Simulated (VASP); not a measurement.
Wanted: the native input for a VASP 6.6.1 run.

```yaml
Task: single point
Functional: PBE
Potentials_or_basis: VASP PAW PBE potentials, release 64 (Zr_sv, Pb_d, O)
Cutoff: 520 eV
k_mesh: 6 × 6 × 4
Occupations: gaussian, width 0.1 eV
Spin: no spin polarisation
Dipole_correction: no
Further_INCAR_settings: ALGO = Normal; EDIFF = 1e-07; NBANDS = 34
```

The structure of ZrPbO4 lies in POSCAR:

```
ZrPbO4
1.0
    3.7133663885      0.0000000000      0.0000000000
    0.0000000000      3.7133663885      0.0000000000
    0.0000000000      0.0000000000      5.2759346313
Zr Pb O
1 1 4
Direct
    0.5000000000      0.5000000000      0.5000000000
    0.0000000000      0.0000000000      0.0000000000
    0.5000000000      0.0000000000      0.7393261927
    0.0000000000      0.5000000000      0.2606738073
    0.5000000000      0.0000000000      0.2606738073
    0.0000000000      0.5000000000      0.7393261927
```

These files were run (other wordings do the same):

INCAR

```
SYSTEM = ZrPbO4
PREC = Accurate
ENCUT = 520
EDIFF = 1E-7
ISMEAR = 0
SIGMA = 0.1
LREAL = .FALSE.
LASPH = .TRUE.
NELM = 60
ALGO = Normal
ISIF = 2
LWAVE = .FALSE.
LCHARG = .FALSE.
GGA = PE
NBANDS = 34
```

KPOINTS

```
Automatic mesh
0
G
  6 6 4
  0 0 0
```

Potentials or basis: VASP PAW PBE potentials, release 64 (Zr_sv, Pb_d, O).

Run with:

```bash
$ cat potpaw_PBE.64/Zr_sv/POTCAR potpaw_PBE.64/Pb_d/POTCAR potpaw_PBE.64/O/POTCAR > POTCAR
$ mpirun -np 1 vasp_std > vasp.out
```

Results of the run:

```json
{"Pressure": "0.2 GPa", "Band gap on the k mesh": "zero (band 25 reaches 6.62 eV, above the bottom of band 26 at 6.26 eV)"}
```

Caveat: spin-orbit coupling is left out, which moves the levels of the heavy elements.

It took 30 s on 1 thread of Intel(R) Xeon(R) 6975P-C (Granite Rapids), on a shared host, peak memory 0.22 GiB.
